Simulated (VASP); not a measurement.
# W3O4 (Pm-3m) in VASP: single point with PBE

Aim: the single point of W3O4 with PBE.

Program: VASP 6.6.1. These are calculated values, not measurements. Logs are shortened: lines on timing, memory, paths and dates and some standing lists are left out, and cuts for length are marked.

## 1. The cell of the first run

Symmetry: Pm-3m, No. 221, cubic system. Conventional cell: a = 4.149 Å, b = 4.149 Å, c = 4.149 Å, α = 90.00°, β = 90.00°, γ = 90.00°. Within 2.7 Å of W (site symmetry 4/mmm) lie 6 O at 2.07 Å. O (site symmetry m-3m) has 6 W at 2.07 Å within 2.7 Å. O (site symmetry 4/mmm) has 4 W at 2.07 Å within 2.7 Å.

The cell was generated, and may not be a known phase.

## 2. Single point, PBE

INCAR

```
PREC = Accurate
ENCUT = 1340
EDIFF = 1E-6
ISMEAR = 0
SIGMA = 0.1
LREAL = F
LASPH = T
NELM = 120
ALGO = Normal
ISIF = 2
LWAVE = F
LCHARG = F
GGA = PE
NBANDS = 42
GGA_COMPAT = F
```

KPOINTS

```
Automatic mesh
0
Gamma
  4 4 4
```

POSCAR

```
W3O4
1.0
    4.1491543400      0.0000000000      0.0000000000
    0.0000000000      4.1491543400      0.0000000000
    0.0000000000      0.0000000000      4.1491543400
W O
3 4
Direct
    0.5000000000      0.5000000000      0.0000000000
    0.0000000000      0.5000000000      0.5000000000
    0.5000000000      0.0000000000      0.5000000000
    0.5000000000      0.5000000000      0.5000000000
    0.5000000000      0.0000000000      0.0000000000
    0.0000000000      0.5000000000      0.0000000000
    0.0000000000      0.0000000000      0.5000000000
```

Potentials or basis: VASP PAW PBE potentials, release 64 (W_sv, O_h).

Run with:

```console
$ cat potpaw_PBE.64/W_sv/POTCAR potpaw_PBE.64/O_h/POTCAR > POTCAR
$ mpirun -np 1 vasp_std > vasp.out
```

OUTCAR:

```text
PREC = Accurate
   ENCUT = 1340
   EDIFF = 1E-6
   ISMEAR = 0
   LREAL = F
   LASPH = T
   NELM = 120
   ISIF = 2
   GGA = PE

 ion  position               nearest neighbor table
   1  0.500  0.500  0.000-   4 2.07   5 2.07   6 2.07   4 2.07   5 2.07   6 2.07   3 2.93   3 2.93
                             3 2.93   2 2.93   3 2.93   2 2.93   2 2.93   2 2.93
   2  0.000  0.500  0.500-   4 2.07   6 2.07   7 2.07   6 2.07   7 2.07   4 2.07   3 2.93   3 2.93
                             1 2.93   1 2.93   3 2.93   1 2.93   1 2.93   3 2.93
   3  0.500  0.000  0.500-   4 2.07   5 2.07   7 2.07   5 2.07   4 2.07   7 2.07   2 2.93   1 2.93
                             2 2.93   1 2.93   1 2.93   2 2.93   1 2.93   2 2.93
   4  0.500  0.500  0.500-   1 2.07   2 2.07   3 2.07   1 2.07   3 2.07   2 2.07
   5  0.500  0.000  0.000-   1 2.07   3 2.07   3 2.07   1 2.07
   6  0.000  0.500  0.000-   1 2.07   2 2.07   2 2.07   1 2.07
   7  0.000  0.000  0.500-   2 2.07   3 2.07   2 2.07   3 2.07

  LATTYP: Found a simple cubic cell.
 ALAT       =     4.1491543400

  Lattice vectors:

 A1 = (   4.1491543400,   0.0000000000,   0.0000000000)
 A2 = (   0.0000000000,   4.1491543400,   0.0000000000)
 A3 = (   0.0000000000,   0.0000000000,   4.1491543400)

Analysis of symmetry for initial positions (statically):
=====================================================================
 Subroutine PRICEL returns:
 Original cell was already a primitive cell.

 Routine SETGRP: Setting up the symmetry group for a
 simple cubic supercell.

 Subroutine GETGRP returns: Found 48 space group operations
 (whereof 48 operations were pure point group operations)
 out of a pool of 48 trial point group operations.

The static configuration has the point symmetry O_h .

Analysis of symmetry for dynamics (positions and initial velocities):
=====================================================================
 Subroutine PRICEL returns:
 Original cell was already a primitive cell.

 Routine SETGRP: Setting up the symmetry group for a
 simple cubic supercell.

 Subroutine GETGRP returns: Found 48 space group operations
 (whereof 48 operations were pure point group operations)
 out of a pool of 48 trial point group operations.

The dynamic configuration has the point symmetry O_h .

 Subroutine INISYM returns: Found 48 space group operations
 (whereof 48 operations are pure point group operations),
 and found     1 'primitive' translations

----------------------------------------------------------------------------------------

                                     Primitive cell

  volume of cell :      71.4297

  direct lattice vectors                    reciprocal lattice vectors
     4.149154340  0.000000000  0.000000000     0.241012967  0.000000000  0.000000000
     0.000000000  4.149154340  0.000000000     0.000000000  0.241012967  0.000000000
     0.000000000  0.000000000  4.149154340     0.000000000  0.000000000  0.241012967

  length of vectors
     4.149154340  4.149154340  4.149154340     0.241012967  0.241012967  0.241012967

  position of ions in fractional coordinates (direct lattice)
     0.500000000  0.500000000  0.000000000
     0.000000000  0.500000000  0.500000000
     0.500000000  0.000000000  0.500000000
     0.500000000  0.500000000  0.500000000
     0.500000000  0.000000000  0.000000000
     0.000000000  0.500000000  0.000000000
     0.000000000  0.000000000  0.500000000

  ion indices of the primitive-cell ions
   primitive index   ion index
                 1           1
                 2           2
                 3           3
                 4           4
                 5           5
                 6           6
                 7           7

----------------------------------------------------------------------------------------

 KPOINTS: Automatic mesh

Automatic generation of k-mesh.
 Grid dimensions read from file:
 generate k-points for:    4    4    4

 Generating k-lattice:

  Cartesian coordinates                     Fractional coordinates (reciprocal lattice)
     0.060253242  0.000000000  0.000000000     0.250000000  0.000000000  0.000000000
     0.000000000  0.060253242  0.000000000     0.000000000  0.250000000  0.000000000
     0.000000000  0.000000000  0.060253242     0.000000000  0.000000000  0.250000000

  Length of vectors
     0.060253242  0.060253242  0.060253242

  Shift w.r.t. Gamma in fractional coordinates (k-lattice)
     0.000000000  0.000000000  0.000000000

 Subroutine IBZKPT returns following result:
 ===========================================

 Found     10 irreducible k-points:

 Following reciprocal coordinates:
            Coordinates               Weight
  0.000000  0.000000  0.000000      1.000000
  0.250000  0.000000  0.000000      6.000000
  0.500000  0.000000  0.000000      3.000000
  0.250000  0.250000  0.000000     12.000000
  0.500000  0.250000  0.000000     12.000000
  0.500000  0.500000  0.000000      3.000000
  0.250000  0.250000  0.250000      8.000000
  0.500000  0.250000  0.250000     12.000000
  0.500000  0.500000  0.250000      6.000000
  0.500000  0.500000  0.500000      1.000000
   k-points           NKPTS =     10   k-points in BZ     NKDIM =     10   number of bands    NBANDS=     42
   number of dos      NEDOS =    301   number of ions     NIONS =      7
   total plane-waves  NPLWV = 125000
   dimension x,y,z NGX =    50 NGY =   50 NGZ =   50
   dimension x,y,z NGXF=   100 NGYF=  100 NGZF=  100
   ions per type =               3   4
   NGX,Y,Z   is equivalent  to a cutoff of  20.03, 20.03, 20.03 a.u.
   NGXF,Y,Z  is equivalent  to a cutoff of  40.07, 40.07, 40.07 a.u.
 SYSTEM =  unknown system
   PREC   = accura    normal or accurate (medium, high low for compatibility)
   ISTART =      0    job   : 0-new  1-cont  2-samecut
   ICHARG =      2    charge: 1-file 2-atom 10-const
   ISPIN  =      1    spin polarized calculation?
   LNONCOLLINEAR =      F non collinear calculations
   LSORBIT =      F    spin-orbit coupling
   LASPH  =      T    aspherical Exc in radial PAW
   ENCUT  = 1340.0 eV  98.49 Ry    9.92 a.u.  12.38 12.38 12.38*2*pi/ulx,y,z
   NELM   =    120;   NELMIN=  2; NELMDL= -5     # of ELM steps
   EDIFF  = 0.1E-05   stopping-criterion for ELM
   LREAL  =      F    real-space projection
   EDIFFG = 0.1E-04   stopping-criterion for IOM
   NSW    =      0    number of steps for IOM
   IBRION =     -1    ionic relax: 0-MD 1-quasi-New 2-CG
   NFREE  =      0    steps in history (QN), initial steepest desc. (CG)
   ISIF   =      2    stress and relaxation
   ISYM   =      2    0-nonsym 1-usesym 2-fastsym
   POTIM  = 0.5000    time-step for ionic-motion
   TEBEG  =    0.0;   TEEND  =   0.0 temperature during run
   PSTRESS=    0.0 pullay stress
   NELECT =      66.0000    total number of electrons
   NUPDOWN=      -1.0000    fix difference up-down
   EMIN   =  10.00;   EMAX   =-10.00  energy-range for DOS
   EFERMI =   0.00;   METHOD = LEGACY
   ISMEAR =     0;   SIGMA  =   0.10  broadening in eV -4-tet -1-fermi 0-gaus
   EFERMI_NEDOS =   21; number of points for ismear=-14 and -15
   IALGO  =     38    algorithm
   IMIX   =      4    mixing-type and parameters
     AMIX     =   0.40;   BMIX     =  1.00
     AMIX_MAG =   1.60;   BMIX_MAG =  1.00
  volume/ion in A,a.u.               =      10.20        68.86
  Fermi-wavevector in a.u.,A,eV,Ry     =   1.594520  3.013205 34.592718  2.542493
  Thomas-Fermi vector in A             =   2.692581
   LORBIT       =      0    0 simple, 1 ext, 2 COOP (PROOUT), +10 PAW based schemes
   GGA     = PE    functional components
   LHFCALC =     F    Hartree Fock is set to
   AEXX    =    0.0000 exact exchange contribution
   IVDW    =     0    specifies the selected vdW correction
   LEPSILON=     F    determine dielectric tensor
   LRPA    =     F    only Hartree local field effects (RPA)
 non-spin polarized calculation
 Gauss-broadening in eV      SIGMA  =   0.10
  energy-cutoff  :     1340.00
  volume of cell :       71.43
 maximum number of plane-waves:      8025
 NGX is ok and might be reduce to    50
   NGX = 25   NGY = 25   NGZ = 25

 number of electron      66.0000004 magnetization

 Free energy of the ion-electron system (eV)
  ---------------------------------------------------
  ext. energy  EPLUGINS =         0.00000000
  ---------------------------------------------------
  free energy    TOTEN  =       -61.13005906 eV

  energy without entropy =      -61.10237325  energy(sigma->0) =      -61.11621616

 E-fermi :  11.9739     XC(G=0): -13.1694

 val. band max:       11.9129162977   @ k =   0.2500   0.0000   0.0000
 cond. band min:      11.9816287415   @ k =   0.5000   0.2500   0.2500
 fundamental gap:      0.0687124439
 Fermi energy:        11.9738777518

 k-point     1 :       0.0000    0.0000    0.0000
  band No.  band energies     occupation
      1     -63.6018      2.00000
      2     -63.5193      2.00000
      3     -63.5193      2.00000
      4     -28.3197      2.00000
      5     -28.3197      2.00000
      6     -28.3197      2.00000
[... 34 lines left out ...]
     41      14.6631      0.00000
     42      14.8899      0.00000

 k-point     2 :       0.2500    0.0000    0.0000
  band No.  band energies     occupation
      1     -63.5913      2.00000
      2     -63.5298      2.00000
      3     -63.5193      2.00000
      4     -28.2700      2.00000
      5     -28.2700      2.00000
      6     -28.2527      2.00000
[... 34 lines left out ...]
     41      14.5710      0.00000
     42      14.9413      0.00000

 k-point     3 :       0.5000    0.0000    0.0000
  band No.  band energies     occupation
      1     -63.5742      2.00000
      2     -63.5467      2.00000
      3     -63.5191      2.00000
      4     -28.2065      2.00000
      5     -28.2065      2.00000
      6     -28.0955      2.00000
[... 34 lines left out ...]
     41      14.5507      0.00000
     42      14.8989      0.00000

 k-point     4 :       0.2500    0.2500    0.0000
  band No.  band energies     occupation
      1     -63.5819      2.00000
      2     -63.5330      2.00000
      3     -63.5252      2.00000
      4     -28.3652      2.00000
      5     -28.2162      2.00000
      6     -28.0947      2.00000
[... 34 lines left out ...]
     41      14.8764      0.00000
     42      14.9256      0.00000

 k-point     5 :       0.5000    0.2500    0.0000
  band No.  band energies     occupation
      1     -63.5661      2.00000
      2     -63.5466      2.00000
      3     -63.5271      2.00000
      4     -28.3683      2.00000
      5     -28.1675      2.00000
      6     -28.1430      2.00000
[... 34 lines left out ...]
     41      15.1401      0.00000
     42      16.2092      0.00000

 k-point     6 :       0.5000    0.5000    0.0000
  band No.  band energies     occupation
      1     -63.5466      2.00000
      2     -63.5466      2.00000
      3     -63.5466      2.00000
      4     -28.4573      2.00000
      5     -28.2690      2.00000
      6     -28.0343      2.00000
[... 34 lines left out ...]
     41      18.0143      0.00000
     42      18.0176      0.00000

 k-point     7 :       0.2500    0.2500    0.2500
  band No.  band energies     occupation
      1     -63.5742      2.00000
      2     -63.5328      2.00000
      3     -63.5328      2.00000
      4     -28.4944      2.00000
      5     -28.1170      2.00000
      6     -28.1170      2.00000
[... 34 lines left out ...]
     41      15.9520      0.00000
     42      16.0644      0.00000

 k-point     8 :       0.5000    0.2500    0.2500
  band No.  band energies     occupation
      1     -63.5603      2.00000
      2     -63.5465      2.00000
      3     -63.5327      2.00000
      4     -28.5549      2.00000
      5     -28.1779      2.00000
      6     -28.1491      2.00000
[... 34 lines left out ...]
     41      16.0539      0.00000
     42      16.3691      0.00000

 k-point     9 :       0.5000    0.5000    0.2500
  band No.  band energies     occupation
      1     -63.5465      2.00000
      2     -63.5464      2.00000
      3     -63.5464      2.00000
      4     -28.6637      2.00000
      5     -28.2679      2.00000
      6     -28.1622      2.00000
[... 34 lines left out ...]
     41      18.0080      0.00000
     42      18.0858      0.00000

 k-point    10 :       0.5000    0.5000    0.5000
  band No.  band energies     occupation
      1     -63.5464      2.00000
      2     -63.5464      2.00000
      3     -63.5464      2.00000
      4     -28.7983      2.00000
      5     -28.2669      2.00000
      6     -28.2669      2.00000
[... 34 lines left out ...]
     41      16.8222      0.00000
     42      18.0072      0.00000

------------------------ aborting loop because EDIFF is reached ----------------------------------------

  FORCE on cell =-STRESS in cart. coord.  units (eV):
  Direction    XX          YY          ZZ          XY          YZ          ZX
  --------------------------------------------------------------------------------------
  -------------------------------------------------------------------------------------
  Total       14.2627533     14.2627533     14.2627533     -0.0000000     -0.0000000      0.0000000
  in kB      319.9154263    319.9154263    319.9154263     -0.0000000     -0.0000000      0.0000000
  external PRESSURE =     319.9154263 kB  Pullay stress =       0.0000000 kB

 VOLUME and BASIS-vectors are now :
 -----------------------------------------------------------------------------
  energy-cutoff  :     1340.00
  volume of cell :       71.43
      direct lattice vectors                 reciprocal lattice vectors
     4.149154340  0.000000000  0.000000000     0.241012967  0.000000000  0.000000000
     0.000000000  4.149154340  0.000000000     0.000000000  0.241012967  0.000000000
     0.000000000  0.000000000  4.149154340     0.000000000  0.000000000  0.241012967

 POSITION                                       TOTAL-FORCE (eV/Angst)
 -----------------------------------------------------------------------------------
      2.07458      2.07458      0.00000         0.000000      0.000000      0.000000
      0.00000      2.07458      2.07458         0.000000      0.000000      0.000000
      2.07458      0.00000      2.07458         0.000000      0.000000      0.000000
      2.07458      2.07458      2.07458         0.000000      0.000000      0.000000
      2.07458      0.00000      0.00000         0.000000      0.000000      0.000000
      0.00000      2.07458      0.00000         0.000000      0.000000      0.000000
      0.00000      0.00000      2.07458         0.000000      0.000000      0.000000
 -----------------------------------------------------------------------------------
    total drift:                                0.000000      0.000000      0.000000

  FREE ENERGIE OF THE ION-ELECTRON SYSTEM (eV)
  ---------------------------------------------------
  free  energy   TOTEN  =       -61.1300590596 eV

  energy  without entropy=      -61.1023732544  energy(sigma->0) =      -61.11621616
```

Run time: 2.9 min. Hardware: 1 thread of Intel Xeon Platinum 8259CL at 2.50GHz (Skylake/Cascade Lake), shared host; peak memory 0.39 GiB.

Results:

```
Free energy            : -61.1301 eV
Pressure               : 32.0 GPa
Band gap on the k mesh : zero (bands 33 and 34 overlap by 1.89 eV)
```

Caveat: the k points lie up to 0.38 Å⁻¹ apart, too coarse for converged energies and pressures of a metal; spin-orbit coupling is left out, which moves the levels of the heavy elements.

The gap in the log of VASP goes by the Fermi energy; the results here count the filled bands.